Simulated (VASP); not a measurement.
Set up this calculation in VASP 6.6.1, as the native input.

| Quantity | Value |
| --- | --- |
| Task | single point |
| Functional | r2SCAN |
| Potentials or basis | VASP PAW PBE potentials, release 64 (Rh_sv_GW) |
| Cutoff | 680 eV |
| k mesh | 10 × 10 × 3 |
| Occupations | methfessel-paxton, width 0.1 eV |
| Spin | no spin polarisation |
| Dipole correction | no |
| Further INCAR settings | ALGO = Normal; EDIFF = 1e-06; NBANDS = 42 |

Crystal: Rh.

```
CELL_PARAMETERS angstrom
2.71399 0.00000 0.00000
-1.35699 2.35039 0.00000
0.00000 0.00000 8.87078
ATOMIC_POSITIONS crystal
Rh 0.00000 0.00000 0.00000
Rh 0.33333 0.66667 0.25000
Rh 0.00000 0.00000 0.50000
Rh 0.66667 0.33333 0.75000
```

This isn't the form of Rh at room conditions, which is fcc.

The input as run:

POSCAR

```
Rh
1.0
    2.7139867940      0.0000000000      0.0000000000
   -1.3569933970      2.3503863282      0.0000000000
    0.0000000000      0.0000000000      8.8707846198
Rh
4
Direct
    0.0000000000      0.0000000000      0.0000000000
    0.3333333333      0.6666666667      0.2500000000
    0.0000000000      0.0000000000      0.5000000000
    0.6666666667      0.3333333333      0.7500000000
```

INCAR.step1

```
  ALGO = Normal
  EDIFF = 1E-5
  ENCUT = 680
  GGA = PE
  GGA_COMPAT = False
  ISMEAR = 1
  LASPH = True
  LCHARG = False
  LREAL = False
  LWAVE = True
  NBANDS = 42
  NELM = 120
  PREC = Accurate
  SIGMA = 0.1
```

INCAR.step2

```
  ALGO = Normal
  EDIFF = 1E-6
  ENCUT = 680
  GGA_COMPAT = False
  ISIF = 2
  ISMEAR = 1
  ISTART = 1
  LASPH = True
  LCHARG = True
  LELF = True
  LMIXTAU = True
  LREAL = False
  LVHAR = True
  LWAVE = False
  METAGGA = R2SCAN
  NBANDS = 42
  NELM = 120
  PREC = Accurate
  SIGMA = 0.1
```

KPOINTS

```
k-points
0
Gamma
  10 10 3
```

Potentials or basis: VASP PAW PBE potentials, release 64 (Rh_sv_GW).

Command:

```bash
$ cat potpaw_PBE.64/Rh_sv_GW/POTCAR > POTCAR
$ cp INCAR.step1 INCAR
$ mpirun -np 1 vasp_std > vasp.out
$ cp INCAR.step2 INCAR
$ mpirun -np 1 vasp_std > vasp.out
```

Results of the run:

```
Pressure               : -7.7 GPa
Band gap on the k mesh : zero (bands 34 and 35 overlap by 1.85 eV)
```

Caveat: the cell stands under tension; the PAW data sets were made with another functional, which shifts forces and pressure a little.

Run time: 5.8 min on 1 thread of Intel(R) Xeon(R) Platinum 8488C (Sapphire Rapids), with other jobs on the host, peak memory 0.27 GiB.
